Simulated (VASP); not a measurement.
# Sn (I4/mmm) in VASP: further runs

The runs below take Sn through single point, with PBE+D4, PBE+D3(BJ).

Program: VASP 6.6.1. These are calculated values, not measurements. Logs are shortened: lines on timing, memory, paths and dates and some standing lists are left out, and cuts for length are marked.

### Step 1. The cell of the first run

Symmetry: I4/mmm, No. 139, tetragonal system. The conventional cell has a = 3.405 Å, b = 3.405 Å, c = 4.626 Å, α = 90.00°, β = 90.00°, γ = 90.00°. Sn (site symmetry 4/mmm) has 12 Sn at 3.34 to 3.40 Å within 4.4 Å.

### Step 2. Single point, PBE+D4

Contents of INCAR:

```
SYSTEM = Sn
  ALGO = Normal
  EDIFF = 1E-6
  ENCUT = 520
  GGA = PE
  ISIF = 2
  ISMEAR = -1
  IVDW = 13
  LASPH = .TRUE.
  LCHARG = .FALSE.
  LREAL = .FALSE.
  LWAVE = .FALSE.
  NBANDS = 13
  NELM = 60
  PREC = Accurate
  SIGMA = 0.05
```

Contents of KPOINTS:

```
k-points
0
G
  11 11 11
  0 0 0
```

Contents of POSCAR:

```
Sn
1.0
   -1.7023169250      1.7022905521      2.3129670329
    1.7023169250     -1.7022905521      2.3129670329
    1.7023169250      1.7022905521     -2.3129670329
Sn
1
Direct
    0.0000000000      0.0000000000      0.0000000000
```

Potentials or basis: VASP PAW PBE potentials, release 64 (Sn_d).

Started as:

```sh
cat potpaw_PBE.64/Sn_d/POTCAR > POTCAR
mpirun -np 1 vasp_std > vasp.out
```

OUTCAR:

```text
SYSTEM = Sn
   EDIFF = 1E-6
   ENCUT = 520
   GGA = PE
   ISIF = 2
   ISMEAR = -1
   IVDW = 13
   LASPH = .TRUE.
   LREAL = .FALSE.
   NELM = 60
   PREC = Accurate

 ion  position               nearest neighbor table
   1  0.000  0.000  0.000-

  LATTYP: Found a body centered orthorhombic cell.
 ALAT       =     3.4045811042
 B/A-ratio  =     1.0000154926
 C/A-ratio  =     1.3587381015

  Lattice vectors:

 A1 = (   1.7023169250,  -1.7022905521,  -2.3129670329)
 A2 = (  -1.7023169250,   1.7022905521,  -2.3129670329)
 A3 = (   1.7023169250,   1.7022905521,   2.3129670329)

Analysis of symmetry for initial positions (statically):
=====================================================================
 Subroutine PRICEL returns:
 Original cell was already a primitive cell.

 Routine SETGRP: Setting up the symmetry group for a
 body centered orthorhombic supercell.

 Subroutine GETGRP returns: Found  8 space group operations
 (whereof  8 operations were pure point group operations)
 out of a pool of  8 trial point group operations.

The static configuration has the point symmetry D_2h.

Analysis of symmetry for dynamics (positions and initial velocities):
=====================================================================
 Subroutine PRICEL returns:
 Original cell was already a primitive cell.

 Routine SETGRP: Setting up the symmetry group for a
 body centered orthorhombic supercell.

 Subroutine GETGRP returns: Found  8 space group operations
 (whereof  8 operations were pure point group operations)
 out of a pool of  8 trial point group operations.

The dynamic configuration has the point symmetry D_2h.

 Subroutine INISYM returns: Found  8 space group operations
 (whereof  8 operations are pure point group operations),
 and found     1 'primitive' translations

----------------------------------------------------------------------------------------

                                     Primitive cell

  volume of cell :      26.8104

  direct lattice vectors                    reciprocal lattice vectors
    -1.702316925  1.702290552  2.312967033     0.000000000  0.293721891  0.216172558
     1.702316925 -1.702290552  2.312967033     0.293717341  0.000000000  0.216172558
     1.702316925  1.702290552 -2.312967033     0.293717341  0.293721891  0.000000000

  length of vectors
     3.338486563  3.338486563  3.338486563     0.364695934  0.364692269  0.415382264

[... 84 lines left out ...]
   ISIF   =      2    stress and relaxation
   ISYM   =      2    0-nonsym 1-usesym 2-fastsym
   POTIM  = 0.5000    time-step for ionic-motion
   TEBEG  =    0.0;   TEEND  =   0.0 temperature during run
   PSTRESS=    0.0 pullay stress
   NELECT =      14.0000    total number of electrons
   NUPDOWN=      -1.0000    fix difference up-down
   EMIN   =  10.00;   EMAX   =-10.00  energy-range for DOS
   EFERMI =   0.00;   METHOD = LEGACY
   ISMEAR =    -1;   SIGMA  =   0.05  broadening in eV -4-tet -1-fermi 0-gaus
   EFERMI_NEDOS =   21; number of points for ismear=-14 and -15
   IALGO  =     38    algorithm
   IMIX   =      4    mixing-type and parameters
     AMIX     =   0.40;   BMIX     =  1.00
     AMIX_MAG =   1.60;   BMIX_MAG =  1.00
  volume/ion in A,a.u.               =      26.81       180.93
  Fermi-wavevector in a.u.,A,eV,Ry     =   1.318306  2.491238 23.645994  1.737932
  Thomas-Fermi vector in A             =   2.448285
   LORBIT       =      0    0 simple, 1 ext, 2 COOP (PROOUT), +10 PAW based schemes
   GGA     = PE    functional components
   LHFCALC =     F    Hartree Fock is set to
   AEXX    =    0.0000 exact exchange contribution
   IVDW    =    13    specifies the selected vdW correction
   LEPSILON=     F    determine dielectric tensor
   LRPA    =     F    only Hartree local field effects (RPA)
 non-spin polarized calculation
  energy-cutoff  :      520.00
  volume of cell :       26.81
 maximum number of plane-waves:       738
 NGX is ok and might be reduce to    28
   NGX = 13   NGY = 13   NGZ = 13

 number of electron      14.0000006 magnetization

 Free energy of the ion-electron system (eV)
  ---------------------------------------------------
  ext. energy  EPLUGINS =         0.00000000
  ---------------------------------------------------
  free energy    TOTEN  =        -3.78408763 eV

  energy without entropy =       -3.77992461  energy(sigma->0) =       -3.78200612

 E-fermi :   8.2930     XC(G=0): -10.4267

 val. band max:        8.2848575383   @ k =  -0.3636   0.1818  -0.0000
 cond. band min:       8.3349868242   @ k =  -0.3636   0.3636   0.1818
 fundamental gap:      0.0501292859
 Fermi energy:         8.2929772438

 k-point     1 :       0.0000    0.0000    0.0000
  band No.  band energies     occupation
      1     -13.2661      2.00000
      2     -13.2661      2.00000
      3     -13.2415      2.00000
      4     -13.1933      2.00000
      5     -13.1624      2.00000
      6      -2.9279      2.00000
      7      16.0800      0.00000
      8      16.1585      0.00000
      9      16.1588      0.00000
     10      18.9488      0.00000
     11      20.1885      0.00000
     12      20.1889      0.00000
     13      20.3636      0.00000
[... 354 lines left out ...]
  band No.  band energies     occupation
      1     -13.2813      2.00000
      2     -13.2312      2.00000
      3     -13.1967      2.00000
      4     -13.1454      2.00000
      5     -13.0966      2.00000
      6       0.7996      2.00000
      7       5.9402      2.00000
      8      10.9633      0.00000
      9      12.5609      0.00000
     10      15.7649      0.00000
     11      21.0665      0.00000
     12      22.0471      0.00000
     13      23.4339      0.00000

 [... further k-points ...]

------------------------ aborting loop because EDIFF is reached ----------------------------------------

  DFT-D4 for vdW energy calculation

  Edisp (eV):   -0.42684

  FORCE on cell =-STRESS in cart. coord.  units (eV):
  Direction    XX          YY          ZZ          XY          YZ          ZX
  --------------------------------------------------------------------------------------
  -------------------------------------------------------------------------------------
  Total      -0.00759    -0.00741    -0.00332    -0.00000     0.00000     0.00000
  in kB      -0.45363    -0.44303    -0.19860    -0.00000     0.00000     0.00000
  external pressure =       -0.37 kB  Pullay stress =        0.00 kB

 VOLUME and BASIS-vectors are now :
 -----------------------------------------------------------------------------
  energy-cutoff  :      520.00
  volume of cell :       26.81
      direct lattice vectors                 reciprocal lattice vectors
    -1.702316925  1.702290552  2.312967033     0.000000000  0.293721891  0.216172558
     1.702316925 -1.702290552  2.312967033     0.293717341  0.000000000  0.216172558
     1.702316925  1.702290552 -2.312967033     0.293717341  0.293721891  0.000000000

 POSITION                                       TOTAL-FORCE (eV/Angst)
 -----------------------------------------------------------------------------------
      0.00000      0.00000      0.00000         0.000000      0.000000      0.000000
 -----------------------------------------------------------------------------------
    total drift:                               -0.000000     -0.000000     -0.000000

  FREE ENERGIE OF THE ION-ELECTRON SYSTEM (eV)
  ---------------------------------------------------
  free  energy   TOTEN  =        -4.2109291883 eV

  energy  without entropy=       -4.2067661755  energy(sigma->0) =       -4.20884768
```

OSZICAR:

```text
N       E                     dE             d eps       ncg     rms          rms(c)
DAV:   1     0.798598717941E+02    0.79860E+02   -0.71981E+03  5816   0.161E+03
DAV:   2     0.168950051506E+01   -0.78170E+02   -0.75717E+02  5876   0.335E+02
DAV:   3    -0.368472566227E+01   -0.53742E+01   -0.53517E+01  6684   0.723E+01
DAV:   4    -0.379308237805E+01   -0.10836E+00   -0.10833E+00  6829   0.109E+01
DAV:   5    -0.379675936184E+01   -0.36770E-02   -0.36769E-02  7346   0.198E+00    0.134E+00
DAV:   6    -0.378748385165E+01    0.92755E-02   -0.91859E-03  7252   0.166E+00    0.742E-01
DAV:   7    -0.378422029039E+01    0.32636E-02   -0.60615E-03  7296   0.131E+00    0.936E-02
DAV:   8    -0.378408855985E+01    0.13173E-03   -0.64088E-04  6979   0.430E-01    0.222E-02
DAV:   9    -0.378408749358E+01    0.10663E-05   -0.11709E-05  7994   0.446E-02    0.143E-02
DAV:  10    -0.378408762621E+01   -0.13264E-06   -0.19248E-06  6828   0.180E-02
   1 F= -.42109292E+01 E0= -.42088477E+01  d E =-.416301E-02
```

Wall time 100 s (1 thread of Intel Xeon 8259CL, shared host); peak memory 0.21 GiB.

What came out:

| Quantity | Value |
| --- | --- |
| Free energy | -4.2109 eV |
| Pressure | 0.0 GPa |
| Band gap on the k mesh | zero (band 7 reaches 16.08 eV, above the bottom of band 8 at 6.38 eV) |
| Dispersion energy per atom | -0.427 eV |

Caveat: spin-orbit coupling is left out, which moves the levels of the heavy elements; pairwise dispersion overbinds metals, which lowers pressure and volume.

### Step 3. Single point, PBE+D3(BJ)

Contents of INCAR:

```
PREC = Accurate ; ENCUT = 520
EDIFF = 1E-6 ; ISMEAR = -1
SIGMA = 0.05 ; LREAL = F
LASPH = T ; NELM = 60
ALGO = Normal ; ISIF = 2
LWAVE = F ; LCHARG = F
GGA = PE ; IVDW = 12
NBANDS = 13
```

Contents of KPOINTS:

```
Automatic mesh
0
Gamma
  11 11 11
```

Contents of POSCAR:

```
Sn
1.0
   -1.7027977106      1.7027701520      2.3141749671
    1.7027977106     -1.7027701520      2.3141749671
    1.7027977106      1.7027701520     -2.3141749671
Sn
1
Direct
    0.0000000000      0.0000000000      0.0000000000
```

Potentials or basis: VASP PAW PBE potentials, release 64 (Sn_d).

Started as:

```sh
cat potpaw_PBE.64/Sn_d/POTCAR > POTCAR
mpirun -np 1 vasp_std > vasp.out
```

OUTCAR:

```text
PREC = Accurate
   ENCUT = 520
   EDIFF = 1E-6
   ISMEAR = -1
   LREAL = F
   LASPH = T
   NELM = 60
   ISIF = 2
   GGA = PE
   IVDW = 12
 IVDW          = 12

 ion  position               nearest neighbor table
   1  0.000  0.000  0.000-

  LATTYP: Found a body centered orthorhombic cell.
 ALAT       =     3.4055403040
 B/A-ratio  =     1.0000161846
 C/A-ratio  =     1.3590647947

  Lattice vectors:

 A1 = (   1.7027977106,  -1.7027701520,  -2.3141749671)
 A2 = (  -1.7027977106,   1.7027701520,  -2.3141749671)
 A3 = (   1.7027977106,   1.7027701520,   2.3141749671)

Analysis of symmetry for initial positions (statically):
=====================================================================
 Subroutine PRICEL returns:
 Original cell was already a primitive cell.

 Routine SETGRP: Setting up the symmetry group for a
 body centered orthorhombic supercell.

 Subroutine GETGRP returns: Found  8 space group operations
 (whereof  8 operations were pure point group operations)
 out of a pool of  8 trial point group operations.

The static configuration has the point symmetry D_2h.

Analysis of symmetry for dynamics (positions and initial velocities):
=====================================================================
 Subroutine PRICEL returns:
 Original cell was already a primitive cell.

 Routine SETGRP: Setting up the symmetry group for a
 body centered orthorhombic supercell.

 Subroutine GETGRP returns: Found  8 space group operations
 (whereof  8 operations were pure point group operations)
 out of a pool of  8 trial point group operations.

The dynamic configuration has the point symmetry D_2h.

 Subroutine INISYM returns: Found  8 space group operations
 (whereof  8 operations are pure point group operations),
 and found     1 'primitive' translations

----------------------------------------------------------------------------------------

                                     Primitive cell

  volume of cell :      26.8396

  direct lattice vectors                    reciprocal lattice vectors
    -1.702797711  1.702770152  2.314174967     0.000000000  0.293639162  0.216059722
     1.702797711 -1.702770152  2.314174967     0.293634409  0.000000000  0.216059722
     1.702797711  1.702770152 -2.314174967     0.293634409  0.293639162  0.000000000

  length of vectors
     3.339813170  3.339813170  3.339813170     0.364562424  0.364558596  0.415265125

  position of ions in fractional coordinates (direct lattice)
     0.000000000  0.000000000  0.000000000

  ion indices of the primitive-cell ions
   primitive index   ion index
                 1           1

----------------------------------------------------------------------------------------

 KPOINTS: Automatic mesh

Automatic generation of k-mesh.
 Grid dimensions read from file:
 generate k-points for:   11   11   11

 Generating k-lattice:

  Cartesian coordinates                     Fractional coordinates (reciprocal lattice)
     0.000000000  0.026694469  0.019641793     0.090909091  0.000000000  0.000000000
     0.026694037  0.000000000  0.019641793     0.000000000  0.090909091  0.000000000
     0.026694037  0.026694469  0.000000000     0.000000000  0.000000000  0.090909091

  Length of vectors
     0.033142039  0.033141691  0.037751375

  Shift w.r.t. Gamma in fractional coordinates (k-lattice)
     0.000000000  0.000000000  0.000000000

 Subroutine IBZKPT returns following result:
 ===========================================

 Found    216 irreducible k-points:

 Following reciprocal coordinates:
            Coordinates               Weight
  0.000000  0.000000  0.000000      1.000000
  0.090909 -0.000000  0.000000      4.000000
  0.181818  0.000000 -0.000000      4.000000
  0.272727  0.000000  0.000000      4.000000
  0.363636  0.000000 -0.000000      4.000000
  0.454545  0.000000 -0.000000      4.000000
[... 16 lines left out ...]
  0.454545  0.181818  0.000000      8.000000
 -0.454545  0.181818  0.000000      8.000000
 [... further k-points ...]
   k-points           NKPTS =    216   k-points in BZ     NKDIM =    216   number of bands    NBANDS=     13
   number of dos      NEDOS =    301   number of ions     NIONS =      1
   total plane-waves  NPLWV =  21952
   dimension x,y,z NGX =    28 NGY =   28 NGZ =   28
   dimension x,y,z NGXF=    56 NGYF=   56 NGZF=   56
   ions per type =               1
   NGX,Y,Z   is equivalent  to a cutoff of  13.94, 13.94, 13.94 a.u.
   NGXF,Y,Z  is equivalent  to a cutoff of  27.88, 27.88, 27.88 a.u.
 SYSTEM =  unknown system
   PREC   = accura    normal or accurate (medium, high low for compatibility)
   ISTART =      0    job   : 0-new  1-cont  2-samecut
   ICHARG =      2    charge: 1-file 2-atom 10-const
   ISPIN  =      1    spin polarized calculation?
   LNONCOLLINEAR =      F non collinear calculations
   LSORBIT =      F    spin-orbit coupling
   LASPH  =      T    aspherical Exc in radial PAW
   ENCUT  =  520.0 eV  38.22 Ry    6.18 a.u.   6.21  6.21  6.21*2*pi/ulx,y,z
   NELM   =     60;   NELMIN=  2; NELMDL= -5     # of ELM steps
   EDIFF  = 0.1E-05   stopping-criterion for ELM
   LREAL  =      F    real-space projection
   EDIFFG = 0.1E-04   stopping-criterion for IOM
   NSW    =      0    number of steps for IOM
   IBRION =     -1    ionic relax: 0-MD 1-quasi-New 2-CG
   NFREE  =      0    steps in history (QN), initial steepest desc. (CG)
   ISIF   =      2    stress and relaxation
   ISYM   =      2    0-nonsym 1-usesym 2-fastsym
   POTIM  = 0.5000    time-step for ionic-motion
   TEBEG  =    0.0;   TEEND  =   0.0 temperature during run
   PSTRESS=    0.0 pullay stress
   NELECT =      14.0000    total number of electrons
   NUPDOWN=      -1.0000    fix difference up-down
   EMIN   =  10.00;   EMAX   =-10.00  energy-range for DOS
   EFERMI =   0.00;   METHOD = LEGACY
   ISMEAR =    -1;   SIGMA  =   0.05  broadening in eV -4-tet -1-fermi 0-gaus
   EFERMI_NEDOS =   21; number of points for ismear=-14 and -15
   IALGO  =     38    algorithm
   IMIX   =      4    mixing-type and parameters
     AMIX     =   0.40;   BMIX     =  1.00
     AMIX_MAG =   1.60;   BMIX_MAG =  1.00
  volume/ion in A,a.u.               =      26.84       181.12
  Fermi-wavevector in a.u.,A,eV,Ry     =   1.317829  2.490336 23.628877  1.736673
  Thomas-Fermi vector in A             =   2.447842
   LORBIT       =      0    0 simple, 1 ext, 2 COOP (PROOUT), +10 PAW based schemes
   GGA     = PE    functional components
   LHFCALC =     F    Hartree Fock is set to
   AEXX    =    0.0000 exact exchange contribution
   IVDW    =    12    specifies the selected vdW correction
   LEPSILON=     F    determine dielectric tensor
   LRPA    =     F    only Hartree local field effects (RPA)
 non-spin polarized calculation
  energy-cutoff  :      520.00
  volume of cell :       26.84
 maximum number of plane-waves:       738
 NGX is ok and might be reduce to    28
   NGX = 13   NGY = 13   NGZ = 13

 number of electron      14.0000006 magnetization

 Free energy of the ion-electron system (eV)
  ---------------------------------------------------
  ext. energy  EPLUGINS =         0.00000000
  ---------------------------------------------------
  free energy    TOTEN  =        -3.78452035 eV

  energy without entropy =       -3.78036681  energy(sigma->0) =       -3.78244358

 E-fermi :   8.2798     XC(G=0): -10.4216

 val. band max:        8.2702078752   @ k =  -0.3636   0.1818   0.0000
 cond. band min:       8.3214438497   @ k =  -0.3636   0.3636   0.1818
 fundamental gap:      0.0512359745
 Fermi energy:         8.2798228638

 k-point     1 :       0.0000    0.0000    0.0000
  band No.  band energies     occupation
      1     -13.2789      2.00000
      2     -13.2789      2.00000
      3     -13.2545      2.00000
      4     -13.2063      2.00000
      5     -13.1757      2.00000
      6      -2.9332      2.00000
      7      16.0580      0.00000
      8      16.1357      0.00000
      9      16.1360      0.00000
     10      18.9341      0.00000
     11      20.1684      0.00000
     12      20.1688      0.00000
     13      20.3426      0.00000
[... 353 lines left out ...]
 k-point    24 :      -0.4545    0.1818    0.0000
  band No.  band energies     occupation
      1     -13.2940      2.00000
      2     -13.2441      2.00000
      3     -13.2099      2.00000
      4     -13.1587      2.00000
      5     -13.1100      2.00000
      6       0.7905      2.00000
      7       5.9283      2.00000
      8      10.9484      0.00000
      9      12.5428      0.00000
     10      15.7477      0.00000
     11      21.0440      0.00000
     12      22.0266      0.00000
     13      23.4057      0.00000

 [... further k-points ...]

------------------------ aborting loop because EDIFF is reached ----------------------------------------

 Edisp (eV)   -0.38983

 E8    (eV) :    -0.1871

  FORCE on cell =-STRESS in cart. coord.  units (eV):
  Direction    XX          YY          ZZ          XY          YZ          ZX
  --------------------------------------------------------------------------------------
  -------------------------------------------------------------------------------------
  Total      -0.00617    -0.00596    -0.00203     0.00000     0.00000     0.00000
  in kB      -0.36804    -0.35598    -0.12137     0.00000     0.00000     0.00000
  external pressure =       -0.28 kB  Pullay stress =        0.00 kB

 VOLUME and BASIS-vectors are now :
 -----------------------------------------------------------------------------
  energy-cutoff  :      520.00
  volume of cell :       26.84
      direct lattice vectors                 reciprocal lattice vectors
    -1.702797711  1.702770152  2.314174967     0.000000000  0.293639162  0.216059722
     1.702797711 -1.702770152  2.314174967     0.293634409  0.000000000  0.216059722
     1.702797711  1.702770152 -2.314174967     0.293634409  0.293639162  0.000000000

 POSITION                                       TOTAL-FORCE (eV/Angst)
 -----------------------------------------------------------------------------------
      0.00000      0.00000      0.00000         0.000000      0.000000     -0.000000
 -----------------------------------------------------------------------------------
    total drift:                               -0.000000     -0.000000     -0.000000

  FREE ENERGIE OF THE ION-ELECTRON SYSTEM (eV)
  ---------------------------------------------------
  free  energy   TOTEN  =        -4.1743480088 eV

  energy  without entropy=       -4.1701944697  energy(sigma->0) =       -4.17227124
```

It took 81 s on 1 thread of Intel Xeon 8259CL, shared host; peak memory 0.21 GiB.

Results:

* Free energy: -4.1743 eV
* Pressure: 0.0 GPa
* Band gap on the k mesh: zero (band 7 reaches 16.06 eV, above the bottom of band 8 at 6.37 eV)
* Dispersion energy per atom: -0.390 eV

Levels at points of the mesh, in eV from the Fermi level:
```tsv
k point	band 3	band 4	band 5	band 6	band 7	band 8	band 9	band 10	band 11	band 12
(0.00, 0.00, 0.00)	-21.53	-21.49	-21.46	-11.21	7.78	7.86	7.86	10.65	11.89	11.89
```

Caveat: spin-orbit coupling is left out, which moves the levels of the heavy elements; pairwise dispersion overbinds metals, which lowers pressure and volume.
